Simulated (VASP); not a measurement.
# Mg12CO12F4 in VASP: a series of runs

The runs below take Mg12CO12F4 through single point, with PBE.

Program: VASP 6.6.1. These are calculated values, not measurements. Logs are shortened: lines on timing, memory, paths and dates and some standing lists are left out, and cuts for length are marked.

## 1. The cell of the first run

The cell holds a slab with vacuum, 29 atoms: a = 5.606 Å, b = 5.606 Å, c = 16.722 Å, α = 90.00°, β = 90.00°, γ = 60.00°.

## 2. Single point, PBE

INCAR reads:

```
PREC     = Accurate       # precision mode
ENCUT    = 520            # plane-wave cutoff, eV
EDIFF    = 1E-6           # SCF threshold, eV
ISMEAR   = 0              # smearing method
SIGMA    = 0.05           # smearing width, eV
LREAL    = Auto         
LASPH    = T              # aspherical terms in the spheres
NELM     = 80             # most SCF steps
ALGO     = Normal         # electronic algorithm
ISIF     = 2              # what is computed and relaxed
LWAVE    = F              # write WAVECAR
LCHARG   = T              # write CHGCAR
GGA      = PE             # functional
LELF     = T              # ELF
LVHAR    = T            
NBANDS   = 84             # bands
```

KPOINTS reads:

```
regular mesh
0
Gamma
  2 2 1
```

POSCAR reads:

```
Mg12CO12F4
1.0
    5.6059430000      0.0000000000      0.0000000000
    2.8029710000      4.8548890000      0.0000000000
    0.0000000000      0.0000000000     16.7215410000
Mg O C F
12 12 1 4
Direct
    0.0000000000      0.0000000000      0.0598031007
    0.0000001407      0.4999998970      0.0598031007
    0.4999999108      0.0000000000      0.0598031007
    0.5000000515      0.4999998970      0.0598031007
    0.6673553019      0.6656273707      0.2107427180
    0.6676403458      0.1670382165      0.2108214787
    0.1663304378      0.6670475885      0.2107077332
    0.1652076066      0.1669591210      0.2107364387
    0.3371352580      0.3219558676      0.3588349901
    0.3404542438      0.8390457537      0.3613133502
    0.8324773954      0.3349129094      0.3654577649
    0.8216764104      0.8406048006      0.3629220537
    0.3333333459      0.8333333677      0.1282362672
    0.3333333082      0.3333332647      0.1282362672
    0.8333332567      0.8333333677      0.1282362672
    0.8333333974      0.3333332647      0.1282362672
    0.0006674974      0.5015346386      0.2801879324
    0.0011426328     -0.0028361102      0.2809641767
    0.4976958246      0.5016225912      0.2798246286
    0.5002725478     -0.0003165881      0.2774716158
    0.6572691267      0.1712681794      0.4279695274
    0.6645316113      0.6727439083      0.4297865251
    0.1720261796      0.1654598076      0.4288206452
    0.1729254965      0.6615831999      0.4242339268
    0.4707278612      0.3576909791      0.5779937985
    0.1830610981      0.6477876219      0.5093141834
    0.4642174672      0.1374639049      0.5673048913
    0.6910775983      0.3647448994      0.5678963440
    0.3203313151      0.5071796698      0.6378453397
```

Potentials or basis: VASP PAW PBE potentials, release 64 (Mg, O, C, F).

On the command line:

```
$ cat potpaw_PBE.64/Mg/POTCAR potpaw_PBE.64/O/POTCAR potpaw_PBE.64/C/POTCAR potpaw_PBE.64/F/POTCAR > POTCAR
$ mpirun -np 1 vasp_std > vasp.out
```

OUTCAR:

```text
PREC = Accurate
   ENCUT = 520
   EDIFF = 1E-6
   ISMEAR = 0
   LREAL = Auto
   LASPH = T
   NELM = 80
   ISIF = 2
   GGA = PE

 ion  position               nearest neighbor table
   1  0.000  0.000  0.060-  16 1.98  15 1.98  13 1.98   3 2.80   4 2.80   2 2.80   2 2.80   3 2.80
                             4 2.80   8 3.00   7 3.00   6 3.00
   2  0.000  0.500  0.060-  14 1.98  16 1.98  15 1.98   3 2.80   4 2.80   1 2.80   1 2.80   4 2.80
                             3 2.80   5 3.00   8 3.00   7 3.00
   3  0.500  0.000  0.060-  13 1.98  14 1.98  15 1.98   2 2.80   1 2.80   4 2.80   4 2.80   1 2.80
                             2 2.80   5 3.00   8 3.00   6 3.00
   4  0.500  0.500  0.060-  14 1.98  16 1.98  13 1.98   2 2.80   1 2.80   3 2.80   3 2.80   2 2.80
                             1 2.80   5 3.00   6 3.00   7 3.00
   5  0.667  0.666  0.211-  20 1.97  19 1.99  17 1.99  16 2.12  15 2.13  13 2.13   8 2.79   6 2.79
                             7 2.80   7 2.80   6 2.81   8 2.81  10 2.98   2 3.00   4 3.00   3 3.00
   6  0.668  0.167  0.211-  20 1.97  19 1.99  18 2.00  16 2.12  15 2.13  14 2.13   8 2.79   5 2.79
                             7 2.80   7 2.81   5 2.81   8 2.82   9 2.95   1 3.00  12 3.00   4 3.00
   7  0.166  0.667  0.211-  19 1.98  17 1.98  18 1.99  15 2.12  13 2.13  14 2.13   6 2.80   8 2.80
                             5 2.80   5 2.80   8 2.81   6 2.81   9 2.99   1 3.00   2 3.00   4 3.00
   8  0.165  0.167  0.211-  20 1.97  17 2.00  18 2.00  16 2.12  13 2.13  14 2.13   6 2.79   5 2.79
                             7 2.80   7 2.81   5 2.81   6 2.82   9 2.94  10 2.98   1 3.00   2 3.00
   9  0.337  0.322  0.359-  21 1.94  23 1.95  24 1.98  20 2.07  17 2.10  19 2.12  10 2.70  12 2.71
                            11 2.80  11 2.82  12 2.90  10 2.91   8 2.94   6 2.95   7 2.99
  10  0.340  0.839  0.361-  23 1.95  22 1.95  24 1.98  20 2.09  18 2.13  19 2.13   9 2.70  12 2.70
                            11 2.79  11 2.82  12 2.90   9 2.91   5 2.98   8 2.98   7 3.03
  11  0.832  0.335  0.365-  21 1.95  23 1.96  22 1.96  17 2.16  18 2.16  19 2.17  10 2.79   9 2.80
                            12 2.80  12 2.81  10 2.82   9 2.82   5 3.04   6 3.05   8 3.05
  12  0.822  0.841  0.363-  22 1.93  21 1.94  24 1.99  20 2.12  18 2.13  17 2.15  10 2.70   9 2.71
                            11 2.80  11 2.81   9 2.90  10 2.90   6 3.00   5 3.01   7 3.05
  13  0.333  0.833  0.128-   3 1.98   1 1.98   4 1.98   7 2.13   8 2.13   5 2.13
  14  0.333  0.333  0.128-   2 1.98   3 1.98   4 1.98   7 2.13   8 2.13   6 2.13
  15  0.833  0.833  0.128-   1 1.98   3 1.98   2 1.98   7 2.12   5 2.13   6 2.13
  16  0.833  0.333  0.128-   1 1.98   2 1.98   4 1.98   8 2.12   6 2.12   5 2.12
  17  0.001  0.502  0.280-   7 1.98   5 1.99   8 2.00   9 2.10  12 2.15  11 2.16
  18  0.001  0.997  0.281-   7 1.99   6 2.00   8 2.00  10 2.13  12 2.13  11 2.16
  19  0.498  0.502  0.280-   7 1.98   5 1.99   6 1.99   9 2.12  10 2.13  11 2.17
  20  0.500  1.000  0.277-   5 1.97   6 1.97   8 1.97   9 2.07  10 2.09  12 2.12
  21  0.657  0.171  0.428-   9 1.94  12 1.94  11 1.95
  22  0.665  0.673  0.430-  12 1.93  10 1.95  11 1.96
  23  0.172  0.165  0.429-  10 1.95   9 1.95  11 1.96
  24  0.173  0.662  0.424-  26 1.42  10 1.98   9 1.98  12 1.99
  25  0.471  0.358  0.578-  27 1.27  28 1.27  29 1.31  26 1.99
  26  0.183  0.648  0.509-  24 1.42  25 1.99
  27  0.464  0.137  0.567-  25 1.27
[... 193 lines left out ...]
  volume/ion in A,a.u.               =      15.69       105.90
  Fermi-wavevector in a.u.,A,eV,Ry     =   1.072614  2.026946 15.653509  1.150500
  Thomas-Fermi vector in A             =   2.208389
   LORBIT       =      0    0 simple, 1 ext, 2 COOP (PROOUT), +10 PAW based schemes
   GGA     = PE    functional components
   LHFCALC =     F    Hartree Fock is set to
   AEXX    =    0.0000 exact exchange contribution
   IVDW    =     0    specifies the selected vdW correction
   LEPSILON=     F    determine dielectric tensor
   LRPA    =     F    only Hartree local field effects (RPA)
 non-spin polarized calculation
 Gauss-broadening in eV      SIGMA  =   0.05
  energy-cutoff  :      520.00
  volume of cell :      455.10
 maximum number of plane-waves:     12303
 NGX is ok and might be reduce to    42
   NGX = 21   NGY = 21   NGZ = 63

 number of electron     127.9999989 magnetization

 Free energy of the ion-electron system (eV)
  ---------------------------------------------------
  ext. energy  EPLUGINS =         0.00000000
  ---------------------------------------------------
  free energy    TOTEN  =      -142.81881236 eV

  energy without entropy =     -142.79667413  energy(sigma->0) =     -142.80774325

 E-fermi :   0.7043     XC(G=0):  -7.5343

 val. band max:        0.6842842288   @ k =   0.5000   0.0000   0.0000
 cond. band min:       0.7066739276   @ k =   0.5000   0.5000   0.0000
 fundamental gap:      0.0223896988
 Fermi energy:         0.7042638412

 k-point     1 :       0.0000    0.0000    0.0000
  band No.  band energies     occupation
      1     -30.3245      2.00000
      2     -28.2048      2.00000
      3     -27.8732      2.00000
      4     -26.3406      2.00000
      5     -18.9735      2.00000
      6     -17.9298      2.00000
[... 305 lines left out ...]
     75       7.0277      0.00000
     76       7.3387      0.00000
 [bands above 76 left out]

------------------------ aborting loop because EDIFF is reached ----------------------------------------

  FORCE on cell =-STRESS in cart. coord.  units (eV):
  Direction    XX          YY          ZZ          XY          YZ          ZX
  --------------------------------------------------------------------------------------
  -------------------------------------------------------------------------------------
  Total       47.6563379     46.4220471      2.7371056      1.0749120      0.3188614     -0.1885937
  in kB      167.7748922    163.4295519      9.6360234      3.7842446      1.1225564     -0.6639472
  external PRESSURE =     113.6134892 kB  Pullay stress =       0.0000000 kB

 VOLUME and BASIS-vectors are now :
 -----------------------------------------------------------------------------
  energy-cutoff  :      520.00
  volume of cell :      455.10
      direct lattice vectors                 reciprocal lattice vectors
     5.605943000  0.000000000  0.000000000     0.178382121 -0.102988948  0.000000000
     2.802971000  4.854889000  0.000000000     0.000000000  0.205977933  0.000000000
     0.000000000  0.000000000 16.721541000     0.000000000  0.000000000  0.059803101

 POSITION                                       TOTAL-FORCE (eV/Angst)
 -----------------------------------------------------------------------------------
      0.00000      0.00000      1.00000         0.001177     -0.019255     -0.688928
      1.40149      2.42744      1.00000         0.022411      0.005377     -0.680462
      2.80297      0.00000      1.00000        -0.000841      0.006319     -0.646674
      4.20446      2.42744      1.00000        -0.021971      0.007286     -0.675409
      5.60689      3.23155      3.52394         0.000849      0.005215     -0.015380
      4.21096      0.81095      3.52526        -0.004384     -0.002772     -0.016184
[... 21 lines left out ...]
      4.89651      1.77080      9.49610         0.631110      0.010215     -0.068465
      3.21737      2.46230     10.66576        -0.159838      0.273555      0.386979
 -----------------------------------------------------------------------------------
    total drift:                               -0.009934      0.002188     -0.006199

  FREE ENERGIE OF THE ION-ELECTRON SYSTEM (eV)
  ---------------------------------------------------
  free  energy   TOTEN  =      -142.8188123648 eV

  energy  without entropy=     -142.7966741347  energy(sigma->0) =     -142.80774325
```

OSZICAR:

```text
N       E                     dE             d eps       ncg     rms          rms(c)
DAV:   1     0.101107488632E+04    0.10111E+04   -0.61230E+04   672   0.133E+03
DAV:   2    -0.563477796220E+02   -0.10674E+04   -0.10095E+04   844   0.324E+02
DAV:   3    -0.172301646931E+03   -0.11595E+03   -0.11498E+03   816   0.113E+02
[... 16 lines left out ...]
DAV:  20    -0.142818874638E+03   -0.12589E-03   -0.16291E-03   768   0.110E-01    0.534E-02
DAV:  21    -0.142818822165E+03    0.52472E-04   -0.96624E-05   768   0.467E-02    0.229E-02
DAV:  22    -0.142818816131E+03    0.60338E-05   -0.43416E-05   776   0.240E-02    0.408E-02
DAV:  23    -0.142818811649E+03    0.44825E-05   -0.19129E-05   768   0.156E-02    0.687E-03
DAV:  24    -0.142818812365E+03   -0.71590E-06   -0.39087E-06   696   0.744E-03
   1 F= -.14281881E+03 E0= -.14280774E+03  d E =-.221382E-01
```

Wall time 8.8 min (1 thread of Intel Xeon Platinum 8259CL at 2.50GHz (Skylake/Cascade Lake), shared host); peak memory 0.55 GiB.

What came out:

| Quantity | Value |
| --- | --- |
| Free energy | -142.8188 eV |
| Largest force | 0.818 eV/Å |
| Band gap on the k mesh | zero (band 64 reaches 0.85 eV, above the bottom of band 65 at 0.68 eV) |

Forces in eV/Å, atoms in the order of the input:
```
Mg   0.001 -0.019 -0.689
Mg   0.022  0.005 -0.680
Mg  -0.001  0.006 -0.647
Mg  -0.022  0.007 -0.675
Mg   0.001  0.005 -0.015
Mg  -0.004 -0.003 -0.016
Mg   0.000 -0.001 -0.021
Mg   0.003 -0.003 -0.018
Mg  -0.003  0.017 -0.024
Mg  -0.009 -0.006 -0.019
Mg   0.006  0.003 -0.030
Mg   0.010 -0.011 -0.021
O   -0.038  0.002  0.677
O   -0.007  0.025  0.671
O    0.038 -0.007  0.682
O    0.008 -0.021  0.817
O   -0.001 -0.003  0.019
O    0.000  0.006  0.020
O    0.001 -0.002  0.015
O    0.001  0.000  0.014
O    0.002  0.006  0.004
O   -0.004 -0.010 -0.012
O   -0.004  0.002 -0.012
O   -0.009  0.022 -0.348
C   -0.149  0.240 -0.243
F    0.004 -0.015  0.299
F   -0.318 -0.531 -0.068
F    0.631  0.010 -0.068
F   -0.160  0.274  0.387
```

Levels at points of the mesh, in eV from the Fermi level:
```csv
k point,band 62,band 63,band 64,band 65,band 66,band 67
"(0.00, 0.00, 0.00)",-0.23,0.05,0.14,0.26,1.70,2.64
"(0.50, 0.00, 0.00)",-0.64,-0.16,-0.14,-0.02,0.22,1.73
"(0.50, 0.50, 0.00)",-0.71,-0.15,-0.14,0.00,0.24,1.73
"(0.00, 0.50, 0.00)",-0.63,-0.15,-0.14,-0.02,0.23,1.73
```

Caveat: the k points lie up to 0.65 Å⁻¹ apart.

## 3. Single point, PBE

INCAR reads:

```
PREC = Accurate ; ENCUT = 520
EDIFF = 1E-6 ; ISMEAR = 0
SIGMA = 0.05 ; LREAL = Auto
LASPH = True ; NELM = 80
ALGO = Normal ; ISIF = 2
LWAVE = False ; LCHARG = True
GGA = PE ; LELF = True
LVHAR = True ; NBANDS = 84
```

KPOINTS is that of step 2.

POSCAR reads:

```
Mg12CO12F4
1.0
    5.6059430000      0.0000000000      0.0000000000
    2.8029710000      4.8548890000      0.0000000000
    0.0000000000      0.0000000000     16.7215410000
Mg O C F
12 12 1 4
Direct
    0.0000000000      0.0000000000      0.0598031007
    0.0000001407      0.4999998970      0.0598031007
    0.4999999108      0.0000000000      0.0598031007
    0.5000000515      0.4999998970      0.0598031007
    0.6629707799      0.6709675546      0.2127614315
    0.6609215045      0.1737619542      0.2110789311
    0.1600773071      0.6731142566      0.2120284249
    0.1578956348      0.1764178337      0.2125724537
    0.3175477972      0.3461424144      0.3655956111
    0.3238336938      0.8522388462      0.3572623480
    0.8156066986      0.3447675117      0.3721292792
    0.8047391251      0.8565915719      0.3657481688
    0.3333333459      0.8333333677      0.1282362672
    0.3333333082      0.3333332647      0.1282362672
    0.8333332567      0.8333333677      0.1282362672
    0.8333333974      0.3333332647      0.1282362672
   -0.0066747287      0.5111733760      0.2810010154
   -0.0130405192      0.0101015698      0.2813013466
    0.4922436353      0.5042792945      0.2821622122
    0.4933561463      0.0115133425      0.2791584221
    0.6291153083      0.1920289012      0.4466922636
    0.6433359707      0.6900757154      0.4266442309
    0.1610206101      0.1745393149      0.4259383151
    0.1477126327      0.6963034582      0.4228814796
    0.6082379743      0.1956415481      0.5303294116
    0.1558449673      0.7729387840      0.5020701740
    0.6877785271     -0.0557716150      0.5596619355
    0.7664414218      0.2901075596      0.5619594510
    0.3541080039      0.3525176374      0.5608654729
```

Potentials or basis: VASP PAW PBE potentials, release 64 (Mg, O, C, F).

On the command line:

```
$ cat potpaw_PBE.64/Mg/POTCAR potpaw_PBE.64/O/POTCAR potpaw_PBE.64/C/POTCAR potpaw_PBE.64/F/POTCAR > POTCAR
$ mpirun -np 1 vasp_std > vasp.out
```

It took 9.5 min on 1 thread of Intel Xeon Platinum 8259CL at 2.50GHz (Skylake/Cascade Lake), shared host; peak memory 0.54 GiB.

Results (log left out):

```
Free energy            : -145.9027 eV
Largest force          : 0.856 eV/Å
Band gap on the k mesh : zero (band 64 reaches -0.36 eV, above the bottom of band 65 at -0.57 eV)
```

Forces on the atoms (eV/Å):
```
Mg   0.018 -0.001 -0.549
Mg  -0.006  0.006 -0.532
Mg  -0.024 -0.008 -0.508
Mg   0.003  0.028 -0.555
Mg   0.005  0.012 -0.029
Mg  -0.012  0.007 -0.034
Mg  -0.016  0.009 -0.025
Mg  -0.002  0.020 -0.034
Mg  -0.015  0.045  0.026
Mg  -0.011  0.021 -0.052
Mg  -0.033  0.013 -0.040
Mg  -0.013  0.031 -0.012
O   -0.054  0.050  0.853
O   -0.037  0.115  0.630
O   -0.029  0.069  0.614
O   -0.047  0.101  0.778
O    0.004  0.024  0.032
O   -0.027  0.011  0.037
O   -0.016 -0.006  0.051
O    0.019  0.010  0.054
O   -0.036  0.013 -0.105
O   -0.026  0.040  0.007
O    0.020  0.002  0.001
O   -0.077 -0.053 -0.377
C    0.114 -0.206 -0.540
F    0.127  0.287  0.322
F    0.150 -0.681  0.105
F    0.399  0.021  0.124
F   -0.377  0.022 -0.242
```

Levels at points of the mesh, in eV from the Fermi level:
| k point | band 62 | band 63 | band 64 | band 65 | band 66 | band 67 |
| --- | --- | --- | --- | --- | --- | --- |
| (0.00, 0.00, 0.00) | -0.22 | 0.01 | 0.15 | 2.68 | 2.68 | 2.69 |
| (0.50, 0.00, 0.00) | -0.29 | -0.16 | -0.06 | -0.05 | 2.20 | 2.20 |
| (0.50, 0.50, 0.00) | -0.15 | -0.07 | -0.05 | 0.08 | 2.20 | 2.20 |
| (0.00, 0.50, 0.00) | -0.25 | -0.12 | -0.06 | -0.05 | 2.20 | 2.20 |

Caveat: the k points lie up to 0.65 Å⁻¹ apart.
